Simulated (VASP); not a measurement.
Here is a VASP 6.6.1 calculation.

File INCAR:

```
SYSTEM = InAs
PREC = Accurate
ENCUT = 520
EDIFF = 1E-7
ISMEAR = -1
SIGMA = 0.05
LREAL = .FALSE.
LASPH = .TRUE.
NELM = 150
ALGO = Normal
ISIF = 2
LWAVE = .FALSE.
LCHARG = .FALSE.
MAGMOM = 0 0 0 0 0 0
LORBIT = 11
LSORBIT = .TRUE.
GGA_COMPAT = .FALSE.
LORBMOM = .TRUE.
GGA = PS
NBANDS = 30
```

KPOINTS

```
Automatic mesh
0
G
  6 6 6
  0 0 0
```

File POSCAR:

```
InAs
1.0
    0.0000000000      3.0180000000      3.0180000000
    3.0180000000      0.0000000000      3.0180000000
    3.0180000000      3.0180000000      0.0000000000
In As
1 1
Direct
    0.0000000000      0.0000000000      0.0000000000
    0.7500000000      0.7500000000      0.7500000000
```

Potentials or basis: VASP PAW PBE potentials, release 64 (In_d, As).

The run is started by

```bash
$ cat potpaw_PBE.64/In_d/POTCAR potpaw_PBE.64/As/POTCAR > POTCAR
$ mpirun -np 1 vasp_ncl > vasp.out
```

(1) What does it give for the pressure?

(2) Predict the net moment.

## Answers

(1) 1.6 GPa.

(2) 0.00 μB per cell.

Caveat: the PAW data sets were made with another functional, which shifts forces and pressure a little.
